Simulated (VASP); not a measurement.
# SrTiO3 (P4mm) in VASP: single point with PBEsol

Aim: the single point of SrTiO3 with PBEsol.

All numbers are computed with VASP 6.6.1; they aren't measurements. Logs are shortened: lines on timing, memory, paths and dates and some standing lists are left out, and cuts for length are marked.

**1. The cell of the first run**

It takes space group P4mm (No. 99, tetragonal). Conventional cell: a = 3.891 Å, b = 3.891 Å, c = 3.891 Å, α = 90.00°, β = 90.00°, γ = 90.00°. Within 3.5 Å of Sr (site symmetry 4mm) lie 12 O at 2.67 to 2.83 Å and 8 Ti at 3.30 to 3.44 Å. Within 2.6 Å of Ti (site symmetry 4mm) lie 6 O at 1.93 to 1.96 Å. Within 2.6 Å of O (site symmetry 4mm) lie 2 Ti at 1.93 to 1.96 Å. Within 2.9 Å of O (site symmetry 2mm) lie 2 Ti at 1.95 Å and 4 Sr at 2.67 to 2.83 Å and 8 O at 2.74 to 2.76 Å.

**2. Single point, PBEsol (atoms displaced along several vibrational modes)**

Input file INCAR:

```
  PREC = Accurate
  ENCUT = 520
  EDIFF = 1E-7
  ISMEAR = 0
  SIGMA = 0.05
  LREAL = F
  LASPH = T
  NELM = 80
  ALGO = Normal
  ISIF = 2
  LWAVE = F
  LCHARG = T
  GGA = PS
  LELF = T
  LVHAR = T
  NBANDS = 28
```

Input file KPOINTS:

```
Automatic mesh
0
Gamma
  8 8 8
```

Input file POSCAR:

```
SrTiO3
1.0
    3.8913815400      0.0000000000      0.0000000000
    0.0000000000      3.8913815400      0.0000000000
    0.0000000000      0.0000000000      3.8913815400
Sr Ti O
1 1 3
Direct
    0.0151860421      0.0000000000      0.0000000000
    0.4852588869      0.5000000000      0.5000000000
   -0.0111591002      0.5000000000      0.5000000000
    0.4860474497      0.0000000000      0.5000000000
    0.4860474497      0.5000000000      0.0000000000
```

Potentials or basis: VASP PAW PBE potentials, release 64 (Sr_sv, Ti_sv, O).

The run is started by

```console
cat potpaw_PBE.64/Sr_sv/POTCAR potpaw_PBE.64/Ti_sv/POTCAR potpaw_PBE.64/O/POTCAR > POTCAR
mpirun -np 1 vasp_std > vasp.out
```

OUTCAR:

```text
PREC = Accurate
   ENCUT = 520
   EDIFF = 1E-7
   ISMEAR = 0
   LREAL = F
   LASPH = T
   NELM = 80
   ISIF = 2
   GGA = PS

 ion  position               nearest neighbor table
   1  0.015  0.000  0.000-   4 2.67   5 2.67   4 2.67   5 2.67   3 2.75   3 2.75   3 2.75   3 2.75
                             4 2.83   5 2.83   4 2.83   5 2.83   2 3.30   2 3.30   2 3.30   2 3.30
   2  0.485  0.500  0.500-   3 1.93   4 1.95   5 1.95   5 1.95   4 1.95   3 1.96   1 3.30   1 3.30
                             1 3.30   1 3.30   1 3.44   1 3.44   1 3.44   1 3.44
   3  0.989  0.500  0.500-   2 1.93   2 1.96   1 2.75   1 2.75   1 2.75   1 2.75
   4  0.486  0.000  0.500-   2 1.95   2 1.95   1 2.67   1 2.67   1 2.83   1 2.83
   5  0.486  0.500  0.000-   2 1.95   2 1.95   1 2.67   1 2.67   1 2.83   1 2.83

  LATTYP: Found a simple cubic cell.
 ALAT       =     3.8913815400

  Lattice vectors:

 A1 = (   3.8913815400,   0.0000000000,   0.0000000000)
 A2 = (   0.0000000000,   3.8913815400,   0.0000000000)
 A3 = (   0.0000000000,   0.0000000000,   3.8913815400)

Analysis of symmetry for initial positions (statically):
=====================================================================
 Subroutine PRICEL returns:
 Original cell was already a primitive cell.

 Routine SETGRP: Setting up the symmetry group for a
 simple cubic supercell.

 Subroutine GETGRP returns: Found  8 space group operations
 (whereof  8 operations were pure point group operations)
 out of a pool of 48 trial point group operations.

The static configuration has the point symmetry C_4v.

Analysis of symmetry for dynamics (positions and initial velocities):
=====================================================================
 Subroutine PRICEL returns:
 Original cell was already a primitive cell.

 Routine SETGRP: Setting up the symmetry group for a
 simple cubic supercell.

 Subroutine GETGRP returns: Found  8 space group operations
 (whereof  8 operations were pure point group operations)
 out of a pool of 48 trial point group operations.

The dynamic configuration has the point symmetry C_4v.

 Subroutine INISYM returns: Found  8 space group operations
 (whereof  8 operations are pure point group operations),
 and found     1 'primitive' translations

----------------------------------------------------------------------------------------

                                     Primitive cell

  volume of cell :      58.9266

  direct lattice vectors                    reciprocal lattice vectors
     3.891381540  0.000000000  0.000000000     0.256978143  0.000000000  0.000000000
[... 97 lines left out ...]
   NFREE  =      0    steps in history (QN), initial steepest desc. (CG)
   ISIF   =      2    stress and relaxation
   ISYM   =      2    0-nonsym 1-usesym 2-fastsym
   POTIM  = 0.5000    time-step for ionic-motion
   TEBEG  =    0.0;   TEEND  =   0.0 temperature during run
   PSTRESS=    0.0 pullay stress
   NELECT =      40.0000    total number of electrons
   NUPDOWN=      -1.0000    fix difference up-down
   EMIN   =  10.00;   EMAX   =-10.00  energy-range for DOS
   EFERMI =   0.00;   METHOD = LEGACY
   ISMEAR =     0;   SIGMA  =   0.05  broadening in eV -4-tet -1-fermi 0-gaus
   EFERMI_NEDOS =   21; number of points for ismear=-14 and -15
   IALGO  =     38    algorithm
   IMIX   =      4    mixing-type and parameters
     AMIX     =   0.40;   BMIX     =  1.00
     AMIX_MAG =   1.60;   BMIX_MAG =  1.00
  volume/ion in A,a.u.               =      11.79        79.53
  Fermi-wavevector in a.u.,A,eV,Ry     =   1.438769  2.718879 28.164817  2.070056
  Thomas-Fermi vector in A             =   2.557699
   LORBIT       =      0    0 simple, 1 ext, 2 COOP (PROOUT), +10 PAW based schemes
   GGA     = PS    functional components
   LHFCALC =     F    Hartree Fock is set to
   AEXX    =    0.0000 exact exchange contribution
   IVDW    =     0    specifies the selected vdW correction
   LEPSILON=     F    determine dielectric tensor
   LRPA    =     F    only Hartree local field effects (RPA)
 non-spin polarized calculation
 Gauss-broadening in eV      SIGMA  =   0.05
  energy-cutoff  :      520.00
  volume of cell :       58.93
 maximum number of plane-waves:      1622
 NGX is ok and might be reduce to    30
   NGX = 15   NGY = 15   NGZ = 15

 number of electron      40.0000010 magnetization

 Free energy of the ion-electron system (eV)
  ---------------------------------------------------
  ext. energy  EPLUGINS =         0.00000000
  ---------------------------------------------------
  free energy    TOTEN  =       -41.99161207 eV

  energy without entropy =      -41.99161207  energy(sigma->0) =      -41.99161207

 E-fermi :   4.4847     XC(G=0): -11.5916

 val. band max:        4.1025112219   @ k =   0.5000   0.5000   0.5000
 cond. band min:       5.9148281927   @ k =   0.0000   0.0000   0.0000
 fundamental gap:      1.8123169708
 Fermi energy:         4.4847141832

 k-point     1 :       0.0000    0.0000    0.0000
  band No.  band energies     occupation
      1     -52.0516      2.00000
      2     -28.4926      2.00000
      3     -28.4221      2.00000
      4     -28.4221      2.00000
      5     -28.4146      2.00000
      6     -13.3007      2.00000
[... 733 lines left out ...]
     27      12.1285      0.00000
     28      12.4750      0.00000

 [... further k-points ...]

------------------------ aborting loop because EDIFF is reached ----------------------------------------

  FORCE on cell =-STRESS in cart. coord.  units (eV):
  Direction    XX          YY          ZZ          XY          YZ          ZX
  --------------------------------------------------------------------------------------
  -------------------------------------------------------------------------------------
  Total        0.3595671      0.3661055      0.3661055      0.0000000      0.0000000      0.0000000
  in kB        9.7764028      9.9541774      9.9541774      0.0000000      0.0000000      0.0000000
  external PRESSURE =       9.8949192 kB  Pullay stress =       0.0000000 kB

 VOLUME and BASIS-vectors are now :
 -----------------------------------------------------------------------------
  energy-cutoff  :      520.00
  volume of cell :       58.93
      direct lattice vectors                 reciprocal lattice vectors
     3.891381540  0.000000000  0.000000000     0.256978143  0.000000000  0.000000000
     0.000000000  3.891381540  0.000000000     0.000000000  0.256978143  0.000000000
     0.000000000  0.000000000  3.891381540     0.000000000  0.000000000  0.256978143

 POSITION                                       TOTAL-FORCE (eV/Angst)
 -----------------------------------------------------------------------------------
      0.05909      0.00000      0.00000        -0.422034     -0.000000      0.000000
      1.88833      1.94569      1.94569         0.346015      0.000000     -0.000000
      3.84796      1.94569      1.94569         0.003854      0.000000      0.000000
      1.89140      0.00000      1.94569         0.036083     -0.000000     -0.000000
      1.89140      1.94569      0.00000         0.036083     -0.000000      0.000000
 -----------------------------------------------------------------------------------
    total drift:                               -0.000060     -0.000000      0.000003

  FREE ENERGIE OF THE ION-ELECTRON SYSTEM (eV)
  ---------------------------------------------------
  free  energy   TOTEN  =       -41.9916120722 eV

  energy  without entropy=      -41.9916120722  energy(sigma->0) =      -41.99161207
```

OSZICAR:

```text
N       E                     dE             d eps       ncg     rms          rms(c)
DAV:   1     0.429424232412E+03    0.42942E+03   -0.21322E+04  4200   0.159E+03
DAV:   2    -0.528020888997E+01   -0.43470E+03   -0.41309E+03  4732   0.438E+02
DAV:   3    -0.494306637066E+02   -0.44150E+02   -0.43809E+02  5776   0.135E+02
DAV:   4    -0.515493986270E+02   -0.21187E+01   -0.21142E+01  6340   0.255E+01
DAV:   5    -0.515979731350E+02   -0.48575E-01   -0.48563E-01  5788   0.335E+00    0.275E+01
DAV:   6    -0.420883439645E+02    0.95096E+01   -0.48314E+01  5848   0.638E+01    0.156E+01
DAV:   7    -0.420788965875E+02    0.94474E-02   -0.70014E+00  5512   0.198E+01    0.115E+01
DAV:   8    -0.421251708013E+02   -0.46274E-01   -0.17610E+00  4960   0.141E+01    0.349E+00
DAV:   9    -0.420012903126E+02    0.12388E+00   -0.46286E-01  5016   0.699E+00    0.118E+00
DAV:  10    -0.419984817736E+02    0.28085E-02   -0.97822E-02  5224   0.205E+00    0.799E-01
DAV:  11    -0.419916461876E+02    0.68356E-02   -0.27773E-02  6344   0.168E+00    0.163E-01
DAV:  12    -0.419916129152E+02    0.33272E-04   -0.19290E-03  4876   0.492E-01    0.104E-01
DAV:  13    -0.419916188393E+02   -0.59241E-05   -0.54928E-04  6360   0.166E-01    0.544E-02
DAV:  14    -0.419916173199E+02    0.15194E-05   -0.48543E-05  5252   0.563E-02    0.275E-02
DAV:  15    -0.419916128770E+02    0.44429E-05   -0.10723E-05  6056   0.286E-02    0.170E-02
DAV:  16    -0.419916119313E+02    0.94566E-06   -0.10315E-05  4760   0.231E-02    0.347E-03
DAV:  17    -0.419916120938E+02   -0.16251E-06   -0.99056E-07  5280   0.918E-03    0.271E-03
DAV:  18    -0.419916120722E+02    0.21640E-07   -0.52117E-08  2868   0.238E-03
   1 F= -.41991612E+02 E0= -.41991612E+02  d E =-.481898E-29
```

stdout:

```text
POSCAR found type information on POSCAR SrTiO
 POSCAR found :  3 types and       5 ions
 scaLAPACK will be used
 -----------------------------------------------------------------------------
|                                                                             |
|                                                                             |
|     You enforced a specific xc type in the INCAR file but a different       |
|     I HOPE YOU KNOW WHAT YOU ARE DOING!                                     |
|                                                                             |
 -----------------------------------------------------------------------------

 LDA part: xc-table for (Slater+PW92), standard interpolation
 POSCAR, INCAR and KPOINTS ok, starting setup
 FFT: planning ... GRIDC
 FFT: planning ... GRID_SOFT
 FFT: planning ... GRID
 WAVECAR not read
 entering main loop
```

It took 69 s on 1 thread of Intel Xeon 6975P-C (Granite Rapids), shared host; peak memory 0.26 GiB.

Results:

- Free energy: -41.9916 eV
- Pressure: 1.0 GPa
- Largest force: 0.422 eV/Å
- Band gap on the k mesh: 1.81 eV (least direct gap 2.17 eV)

Forces in eV/Å, atoms in the order of the input:
```
Sr  -0.422  0.000  0.000
Ti   0.346  0.000  0.000
O    0.004  0.000  0.000
O    0.036  0.000  0.000
O    0.036  0.000  0.000
```

Caveat: the cell differs from its parent crystal (atoms displaced along several vibrational modes); the PAW data sets were made with another functional, which shifts forces and pressure a little. A k mesh can miss the band edges.
